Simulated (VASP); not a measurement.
F: single point with PBEsol

Crystal: F.

```
F
1.0
     2.14658    0.00000    0.00000
     0.00000    2.14658    0.00000
     0.00000    0.00000    2.14658
F
1
Direct
  0.00000 0.00000 0.00000
```

```
Program                : VASP 6.6.1
Task                   : single point
Functional             : PBEsol
Potentials or basis    : VASP PAW PBE potentials, release 64 (F)
Cutoff                 : 520 eV
k mesh                 : 15 × 15 × 15
Occupations            : fermi-dirac, width 0.136057 eV
Spin                   : no spin polarisation
Dipole correction      : no
Further INCAR settings : ALGO = Normal; EDIFF = 1e-06; NBANDS = 10
```

* Pressure: -1.2 GPa

Levels at points of the mesh, in eV from the Fermi level:
| k point | band 1 | band 2 | band 3 | band 4 | band 5 | band 6 | band 7 | band 8 |
| --- | --- | --- | --- | --- | --- | --- | --- | --- |
| (0.00, 0.00, 0.00) | -22.72 | -0.11 | -0.11 | -0.11 | 12.61 | 28.62 | 28.62 | 40.93 |

Wall time 5.4 s on 1 thread of Intel Xeon 8259CL (shared host), peak memory 0.11 GiB.

Caveat: the PAW data sets were made with another functional, which shifts forces and pressure a little; an odd number of electrons without spin polarisation forces a metal; a magnetic or distorted state may lie lower.
